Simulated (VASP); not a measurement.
A run of VASP 6.6.1 is set up as follows.

File INCAR:

```
SYSTEM = AgCl
PREC = Accurate ; ENCUT = 520
EDIFF = 1E-6 ; ISMEAR = 0
SIGMA = 0.05 ; LREAL = .FALSE.
LASPH = .TRUE. ; NELM = 60
ALGO = Normal ; ISIF = 2
LWAVE = .FALSE. ; LCHARG = .FALSE.
LDIPOL = .TRUE. ; IDIPOL = 3
DIPOL = 0.5 0.5 0.500 ; GGA = PE
IVDW = 12 ; IBRION = 2
NSW = 70 ; EDIFFG = -0.03
```

Contents of KPOINTS:

```
Automatic mesh
0
G
  7 7 1
  0 0 0
```

The input POSCAR:

```
AgCl
1.0
    3.8966246552      0.0000000000      0.0000000000
    0.0000000000      3.8966246552      0.0000000000
    0.0000000000      0.0000000000     16.7553297174
Ag Cl
2 2
Selective dynamics
Direct
    0.0000000000      0.0000000000      0.4177775143  F F F
    0.5000000000      0.5000000000      0.5822224857  T T T
    0.5000000000      0.5000000000      0.4177775143  F F F
    0.0000000000      0.0000000000      0.5822224857  T T T
```

Potentials or basis: VASP PAW PBE potentials, release 64 (Ag, Cl).

Run with:

```sh
$ cat potpaw_PBE.64/Ag/POTCAR potpaw_PBE.64/Cl/POTCAR > POTCAR
$ mpirun -np 1 vasp_std > vasp.out
```

(1) Estimate the energy gained by relaxing.

(2) Predict the band gap on the k mesh.

(3) Predict the dispersion energy per atom.

## Answers

(1) 3.3 meV/atom.

(2) 1.15 eV (least direct gap 2.57 eV).

(3) -0.215 eV.
